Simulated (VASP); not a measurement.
# BeTe (zincblende type) (F-43m) in VASP: further runs

BeTe (zincblende type) is run at these levels: PBE; tasks: single point, relaxation of cell and atoms.

Program: VASP 6.6.1. These are calculated values, not measurements. Logs are shortened: lines on timing, memory, paths and dates and some standing lists are left out, and cuts for length are marked.

### Step 1. The cell of the first run

It takes space group F-43m (No. 216, cubic). Conventional cell: a = 5.258 Å, b = 5.258 Å, c = 5.258 Å, α = 90.00°, β = 90.00°, γ = 90.00°. Within 3.0 Å of Be (site symmetry -43m) lie 4 Te at 2.28 Å. Te (site symmetry -43m) has 4 Be at 2.28 Å within 3.0 Å.

### Step 2. Single point, PBE (volume scaled by 0.8)

The input, INCAR:

```
  PREC = Accurate
  ENCUT = 520
  EDIFF = 1E-6
  ISMEAR = -1
  SIGMA = 0.1
  LREAL = False
  LASPH = True
  NELM = 60
  ALGO = Normal
  ISIF = 2
  LWAVE = False
  LCHARG = True
  GGA = PE
  LELF = True
  LVHAR = True
  NBANDS = 11
```

The input, KPOINTS:

```
Automatic mesh
0
Gamma
  13 13 13
```

The input, POSCAR:

```
BeTe
1.0
    0.0000000000      2.6292454075      2.6292454075
    2.6292454075      0.0000000000      2.6292454075
    2.6292454075      2.6292454075      0.0000000000
Be Te
1 1
Direct
    0.0000000000      0.0000000000      0.0000000000
    0.2500000000      0.2500000000      0.2500000000
```

Potentials or basis: VASP PAW PBE potentials, release 64 (Be, Te).

Started as:

```
$ cat potpaw_PBE.64/Be/POTCAR potpaw_PBE.64/Te/POTCAR > POTCAR
$ mpirun -np 1 vasp_std > vasp.out
```

OUTCAR:

```text
PREC = Accurate
   ENCUT = 520
   EDIFF = 1E-6
   ISMEAR = -1
   LREAL = False
   LASPH = True
   NELM = 60
   ISIF = 2
   GGA = PE

 ion  position               nearest neighbor table
   1  0.000  0.000  0.000-   2 2.28   2 2.28   2 2.28   2 2.28
   2  0.250  0.250  0.250-   1 2.28   1 2.28   1 2.28   1 2.28

  LATTYP: Found a face centered cubic cell.
 ALAT       =     5.2584908150

  Lattice vectors:

 A1 = (   0.0000000000,   2.6292454075,   2.6292454075)
 A2 = (   2.6292454075,   0.0000000000,   2.6292454075)
 A3 = (   2.6292454075,   2.6292454075,   0.0000000000)

Analysis of symmetry for initial positions (statically):
=====================================================================
 Subroutine PRICEL returns:
 Original cell was already a primitive cell.

 Routine SETGRP: Setting up the symmetry group for a
 face centered cubic supercell.

 Subroutine GETGRP returns: Found 24 space group operations
 (whereof 24 operations were pure point group operations)
 out of a pool of 48 trial point group operations.

The static configuration has the point symmetry T_d .

Analysis of symmetry for dynamics (positions and initial velocities):
=====================================================================
 Subroutine PRICEL returns:
 Original cell was already a primitive cell.

 Routine SETGRP: Setting up the symmetry group for a
 face centered cubic supercell.

 Subroutine GETGRP returns: Found 24 space group operations
 (whereof 24 operations were pure point group operations)
 out of a pool of 48 trial point group operations.

The dynamic configuration has the point symmetry T_d .

 Subroutine INISYM returns: Found 24 space group operations
 (whereof 24 operations are pure point group operations),
 and found     1 'primitive' translations

----------------------------------------------------------------------------------------

                                     Primitive cell

  volume of cell :      36.3516

  direct lattice vectors                    reciprocal lattice vectors
     0.000000000  2.629245408  2.629245408    -0.190168631  0.190168631  0.190168631
     2.629245408  0.000000000  2.629245408     0.190168631 -0.190168631  0.190168631
     2.629245408  2.629245408  0.000000000     0.190168631  0.190168631 -0.190168631

  length of vectors
     3.718314514  3.718314514  3.718314514     0.329381731  0.329381731  0.329381731

  position of ions in fractional coordinates (direct lattice)
     0.000000000  0.000000000  0.000000000
     0.250000000  0.250000000  0.250000000

  ion indices of the primitive-cell ions
   primitive index   ion index
                 1           1
                 2           2

----------------------------------------------------------------------------------------

 KPOINTS: Automatic mesh

Automatic generation of k-mesh.
 Grid dimensions read from file:
 generate k-points for:   13   13   13

 Generating k-lattice:

  Cartesian coordinates                     Fractional coordinates (reciprocal lattice)
    -0.014628356  0.014628356  0.014628356     0.076923077  0.000000000  0.000000000
     0.014628356 -0.014628356  0.014628356     0.000000000  0.076923077  0.000000000
     0.014628356  0.014628356 -0.014628356     0.000000000  0.000000000  0.076923077

  Length of vectors
     0.025337056  0.025337056  0.025337056

  Shift w.r.t. Gamma in fractional coordinates (k-lattice)
     0.000000000  0.000000000  0.000000000

 Subroutine IBZKPT returns following result:
 ===========================================

 Found     84 irreducible k-points:

 Following reciprocal coordinates:
            Coordinates               Weight
  0.000000  0.000000  0.000000      1.000000
  0.076923  0.000000  0.000000      8.000000
  0.153846  0.000000  0.000000      8.000000
  0.230769  0.000000  0.000000      8.000000
  0.307692  0.000000  0.000000      8.000000
  0.384615  0.000000  0.000000      8.000000
[... 16 lines left out ...]
  0.384615  0.153846  0.000000     24.000000
  0.461538  0.153846  0.000000     24.000000
 [... further k-points ...]
   k-points           NKPTS =     84   k-points in BZ     NKDIM =     84   number of bands    NBANDS=     11
   number of dos      NEDOS =    301   number of ions     NIONS =      2
   total plane-waves  NPLWV =  21952
   dimension x,y,z NGX =    28 NGY =   28 NGZ =   28
   dimension x,y,z NGXF=    56 NGYF=   56 NGZF=   56
   ions per type =               1   1
   NGX,Y,Z   is equivalent  to a cutoff of  12.52, 12.52, 12.52 a.u.
   NGXF,Y,Z  is equivalent  to a cutoff of  25.04, 25.04, 25.04 a.u.
 SYSTEM =  unknown system
   PREC   = accura    normal or accurate (medium, high low for compatibility)
   ISTART =      0    job   : 0-new  1-cont  2-samecut
   ICHARG =      2    charge: 1-file 2-atom 10-const
   ISPIN  =      1    spin polarized calculation?
   LNONCOLLINEAR =      F non collinear calculations
   LSORBIT =      F    spin-orbit coupling
   LASPH  =      T    aspherical Exc in radial PAW
   ENCUT  =  520.0 eV  38.22 Ry    6.18 a.u.   6.91  6.91  6.91*2*pi/ulx,y,z
   NELM   =     60;   NELMIN=  2; NELMDL= -5     # of ELM steps
   EDIFF  = 0.1E-05   stopping-criterion for ELM
   LREAL  =      F    real-space projection
   EDIFFG = 0.1E-04   stopping-criterion for IOM
   NSW    =      0    number of steps for IOM
   IBRION =     -1    ionic relax: 0-MD 1-quasi-New 2-CG
   NFREE  =      0    steps in history (QN), initial steepest desc. (CG)
   ISIF   =      2    stress and relaxation
   ISYM   =      2    0-nonsym 1-usesym 2-fastsym
   POTIM  = 0.5000    time-step for ionic-motion
   TEBEG  =    0.0;   TEEND  =   0.0 temperature during run
   PSTRESS=    0.0 pullay stress
   NELECT =       8.0000    total number of electrons
   NUPDOWN=      -1.0000    fix difference up-down
   EMIN   =  10.00;   EMAX   =-10.00  energy-range for DOS
   EFERMI =   0.00;   METHOD = LEGACY
   ISMEAR =    -1;   SIGMA  =   0.10  broadening in eV -4-tet -1-fermi 0-gaus
   EFERMI_NEDOS =   21; number of points for ismear=-14 and -15
   IALGO  =     38    algorithm
   IMIX   =      4    mixing-type and parameters
     AMIX     =   0.40;   BMIX     =  1.00
     AMIX_MAG =   1.60;   BMIX_MAG =  1.00
  volume/ion in A,a.u.               =      18.18       122.66
  Fermi-wavevector in a.u.,A,eV,Ry     =   0.988395  1.867795 13.291857  0.976924
  Thomas-Fermi vector in A             =   2.119918
   LORBIT       =      0    0 simple, 1 ext, 2 COOP (PROOUT), +10 PAW based schemes
   GGA     = PE    functional components
   LHFCALC =     F    Hartree Fock is set to
   AEXX    =    0.0000 exact exchange contribution
   IVDW    =     0    specifies the selected vdW correction
   LEPSILON=     F    determine dielectric tensor
   LRPA    =     F    only Hartree local field effects (RPA)
 non-spin polarized calculation
  energy-cutoff  :      520.00
  volume of cell :       36.35
 maximum number of plane-waves:       992
   NGX = 13   NGY = 13   NGZ = 13

 number of electron       8.0000000 magnetization

 Free energy of the ion-electron system (eV)
  ---------------------------------------------------
  ext. energy  EPLUGINS =         0.00000000
  ---------------------------------------------------
  free energy    TOTEN  =        -7.15256857 eV

  energy without entropy =       -7.15255299  energy(sigma->0) =       -7.15256078

 E-fermi :   8.3803     XC(G=0):  -9.9089

 val. band max:        7.6713087627   @ k =   0.0000   0.0000   0.0000
 cond. band min:       9.0796115173   @ k =   0.4615   0.4615   0.0000
 fundamental gap:      1.4083027546
 Fermi energy:         8.3802697069

 k-point     1 :       0.0000    0.0000    0.0000
  band No.  band energies     occupation
      1      -6.1917      2.00000
      2       7.6713      1.99833
      3       7.6713      1.99833
      4       7.6713      1.99833
      5      11.0354      0.00000
      6      11.0354      0.00000
      7      11.0354      0.00000
      8      13.1314      0.00000
      9      16.2224      0.00000
     10      18.3377      0.00000
     11      18.3377      0.00000

 k-point     2 :       0.0769    0.0000    0.0000
  band No.  band energies     occupation
      1      -6.1175      2.00000
      2       6.9259      2.00000
      3       7.5240      1.99962
      4       7.5240      1.99962
      5      11.2350      0.00000
      6      11.2350      0.00000
      7      11.2751      0.00000
      8      13.5859      0.00000
      9      16.3881      0.00000
     10      17.5670      0.00000
     11      17.5670      0.00000

 k-point     3 :       0.1538    0.0000    0.0000
  band No.  band energies     occupation
      1      -5.8986      2.00000
      2       5.4622      2.00000
      3       7.1860      1.99999
      4       7.1860      1.99999
      5      11.4374      0.00000
      6      11.6790      0.00000
      7      11.6790      0.00000
      8      14.6289      0.00000
      9      16.7711      0.00000
     10      16.8948      0.00000
     11      16.8948      0.00000

 k-point     4 :       0.2308    0.0000    0.0000
  band No.  band energies     occupation
      1      -5.5496      2.00000
      2       3.9224      2.00000
      3       6.8133      2.00000
      4       6.8133      2.00000
      5      11.4369      0.00000
      6      12.0681      0.00000
      7      12.0681      0.00000
      8      15.4248      0.00000
      9      16.7547      0.00000
     10      16.7547      0.00000
     11      17.1592      0.00000
[... 239 lines left out ...]
 k-point    22 :       0.3077    0.1538    0.0000
  band No.  band energies     occupation
      1      -5.1656      2.00000
      2       3.4890      2.00000
      3       5.6801      2.00000
      4       5.8443      2.00000
      5      10.7248      0.00000
      6      13.0522      0.00000
      7      13.4240      0.00000
      8      13.7691      0.00000
      9      18.0550      0.00000
     10      18.4529      0.00000
     11      18.7017      0.00000

 k-point    23 :       0.3846    0.1538    0.0000
  band No.  band energies     occupation
      1      -4.7190      2.00000
      2       2.2725      2.00000
      3       5.4225      2.00000
      4       5.5173      2.00000
      5      10.8770      0.00000
      6      13.2503      0.00000
      7      13.7060      0.00000
      8      13.7961      0.00000
      9      17.9892      0.00000
     10      19.4409      0.00000
     11      19.4425      0.00000

 k-point    24 :       0.4615    0.1538    0.0000
  band No.  band energies     occupation
      1      -4.2995      2.00000
      2       1.3529      2.00000
      3       5.0358      2.00000
      4       5.4994      2.00000
      5      10.9481      0.00000
      6      13.1809      0.00000
      7      13.4571      0.00000
      8      14.8543      0.00000
      9      17.8260      0.00000
     10      20.1387      0.00000
     11      20.2998      0.00000

 [... further k-points ...]

------------------------ aborting loop because EDIFF is reached ----------------------------------------

  FORCE on cell =-STRESS in cart. coord.  units (eV):
  Direction    XX          YY          ZZ          XY          YZ          ZX
  --------------------------------------------------------------------------------------
  -------------------------------------------------------------------------------------
  Total        4.5105917      4.5105917      4.5105917      0.0000000      0.0000000      0.0000000
  in kB      198.8019922    198.8019922    198.8019922      0.0000000      0.0000000      0.0000000
  external PRESSURE =     198.8019922 kB  Pullay stress =       0.0000000 kB

 VOLUME and BASIS-vectors are now :
 -----------------------------------------------------------------------------
  energy-cutoff  :      520.00
  volume of cell :       36.35
      direct lattice vectors                 reciprocal lattice vectors
     0.000000000  2.629245408  2.629245408    -0.190168631  0.190168631  0.190168631
     2.629245408  0.000000000  2.629245408     0.190168631 -0.190168631  0.190168631
     2.629245408  2.629245408  0.000000000     0.190168631  0.190168631 -0.190168631

 POSITION                                       TOTAL-FORCE (eV/Angst)
 -----------------------------------------------------------------------------------
      0.00000      0.00000      0.00000        -0.000000     -0.000000     -0.000000
      1.31462      1.31462      1.31462         0.000000      0.000000      0.000000
 -----------------------------------------------------------------------------------
    total drift:                                0.000000      0.000000      0.000000

  FREE ENERGIE OF THE ION-ELECTRON SYSTEM (eV)
  ---------------------------------------------------
  free  energy   TOTEN  =        -7.1525685672 eV

  energy  without entropy=       -7.1525529867  energy(sigma->0) =       -7.15256078
```

It took 28 s on 1 thread of Intel Xeon Platinum 8259CL at 2.50GHz (Skylake/Cascade Lake), shared host; peak memory 0.18 GiB.

What came out:

```yaml
Free_energy: -7.1526 eV
Pressure: 19.9 GPa
Band_gap_on_the_k_mesh: 1.41 eV, indirect (least direct gap 3.36 eV)
```

Caveat: spin-orbit coupling is left out, which moves the levels of the heavy elements. A k mesh can miss the band edges.

(Part 1 of 3 ends here.)
